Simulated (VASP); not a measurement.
The system is TaRu2.

```xyz
3
Lattice="4.6123 0.0000 0.0000 -2.3061 3.9943 0.0000 0.0000 0.0000 2.7167" Properties=species:S:1:pos:R:3 pbc="T T T"
Ta    0.0000    0.0000    0.0000
Ru    0.0000    2.6629    0.0000
Ru    2.3061    1.3314    0.0000
```

* Program: VASP 6.6.1
* Task: relaxation of cell and atoms
* Functional: PBE
* Potentials or basis: VASP PAW PBE potentials, release 64 (Ta_pv, Ru_pv)
* Cutoff: 600 eV
* k mesh: 6 × 6 × 6
* Occupations: gaussian, width 0.1 eV
* Spin: no spin polarisation

At the start: pressure 0.1 GPa; volume 16.68 Å³/atom.

Problem. How do energy, volume and symmetry change on relaxing?

Solution. Over 6 steps the energy falls by 3.9 meV/atom and the volume is 16.64 Å³/atom (-0.3 %); space group P6/mmm (No. 191, to 0.05 Å).

The path:
```csv
step,energy change (eV),largest force (eV/Å),pressure (GPa),volume (Å³)
1,0.0000,0.0000,0.11,50.05
2,0.0014,0.0000,-1.26,50.11
3,-0.0113,0.0000,-0.71,50.09
4,-0.0113,0.0000,-0.71,50.09
5,-0.0104,0.0000,1.22,49.61
6,-0.0117,0.0000,0.01,49.91
```

Final structure:
```cif
data_structure
_symmetry_space_group_name_H-M 'P 1'
_symmetry_Int_Tables_number 1
_cell_length_a 4.6346
_cell_length_b 4.6346
_cell_length_c 2.6833
_cell_angle_alpha 90.000
_cell_angle_beta 90.000
_cell_angle_gamma 120.000
_cell_volume 49.91
loop_
_atom_site_label
_atom_site_type_symbol
_atom_site_fract_x
_atom_site_fract_y
_atom_site_fract_z
_atom_site_occupancy
Ta1 Ta 0.00000 0.00000 0.00000 1
Ru1 Ru 0.33333 0.66667 0.00000 1
Ru2 Ru 0.66667 0.33333 0.00000 1
```

Caveat: the k points lie up to 0.39 Å⁻¹ apart in the final cell.
